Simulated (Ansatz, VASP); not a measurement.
**FeSi2: VASP beside Ansatz**

```
Fe Si
1.0
     4.21644    0.00000    0.00000
    -2.10822    3.65155    0.00000
     0.00000    0.00000    2.45544
Fe Si
1 2
Direct
  0.00000 0.00000 0.00000
  0.33333 0.66667 0.50000
  0.66667 0.33333 0.50000
```

Alike in both runs: functional PBEsol; k mesh 12 × 12 × 18; occupations gaussian, width 0.1 eV; collinear spin.

Ansatz relaxed the structure, and its values are those at the end. VASP's run is a single point on that final structure, the one shown.

|  | VASP | Ansatz |
| --- | --- | --- |
| version | VASP 6.6.1 | Ansatz 0.2.0 |
| potentials or method | VASP PAW PBE potentials, release 64 (Fe, Si), cutoff 520 eV | scalar-relativistic, plane waves, PAW |
| valence electrons in the cell | 16 | 24 |

Ansatz gave:

```
gap on the k mesh at the Fermi level (eV)                     : none
pressure (GPa)                                                : 0.0
net moment per atom (μB)                                      : 0.78
size of the moment on the site where the two differ most (μB) : 2.23
```

Q: Estimate VASP's values.

A: gap on the k mesh at the Fermi level (eV): none; pressure (GPa): 0.2; net moment per atom (μB): 0.78; size of the moment on the site where the two differ most (μB): 2.23.

VASP's potentials were made for PBE, not for PBEsol. Site moments also hang on the region over which each program counts them. A gap of «none» marks a metal or a gap that the smearing closes. VASP's potentials hold 16 valence electrons a cell and Ansatz's 24, so a difference there can come from the potentials and not from the codes.
